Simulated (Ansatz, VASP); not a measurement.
**One calculation of Pb, two programs**

INCAR

```
  PREC = Accurate
  ENCUT = 520
  EDIFF = 1E-7
  ISMEAR = 0
  SIGMA = 0.15
  LREAL = False
  LASPH = True
  NELM = 80
  ALGO = Fast
  ISIF = 2
  LWAVE = False
  LCHARG = False
  GGA = PS
  NBANDS = 21
```

File KPOINTS:

```
Automatic mesh
0
Gamma
  12 12 12
```

The input POSCAR:

```
Pb
1.0
    0.0000000000      3.2670500527      3.4390000555
    3.2670500527      0.0000000000      3.4390000555
    3.2670500527      3.2670500527      0.0000000000
Pb
2
Direct
    0.5000000000      0.5000000000      0.5000000000
    0.7500000000      0.7500000000      0.7500000000
```

Input for Ansatz:

```yaml
crystal:
  lattice:
    - [0.0, 3.2670500527, 3.4390000555]
    - [3.2670500527, 0.0, 3.4390000555]
    - [3.2670500527, 3.2670500527, 0.0]
  atoms:
    - { symbol: Pb, position: [0.5, 0.5, 0.5] }
    - { symbol: Pb, position: [0.75, 0.75, 0.75] }
basis:
  ecutwfc: 420
kpoints:
  mp_grid: { grid: [12, 12, 12] }
hamiltonian:
  xc: pbesol
scf:
  occupations: { method: gaussian, width: 0.15 }
output:
  forces: true
  stress: true
  eigenvalues: true
```

Change from the starting cell: strain -0.050 along x and y, +0.000 along z, atoms carried along.

Alike in both runs: task single point; functional PBEsol; k mesh 12 × 12 × 12; occupations gaussian, width 0.15 eV; no spin polarisation.

|  | VASP | Ansatz |
| --- | --- | --- |
| version | VASP 6.6.1 | Ansatz 0.2.0 |
| potentials or method | VASP PAW PBE potentials, release 64 (Pb_d), cutoff 520 eV | scalar-relativistic, plane waves, PAW |
| valence electrons in the cell | 28 | 28 |

```tsv
	VASP	Ansatz	Ansatz less VASP
gap on the k mesh at the Fermi level (eV)	none	none	-
pressure (GPa)	4.5	4.6	+0.07
traceless stress, the component that is largest in VASP (GPa)	-0.30	-0.30	0.000
```

VASP's potentials were made for PBE, not for PBEsol. A gap of «none» marks a metal or a gap that the smearing closes.

Neither program's run includes spin-orbit coupling.
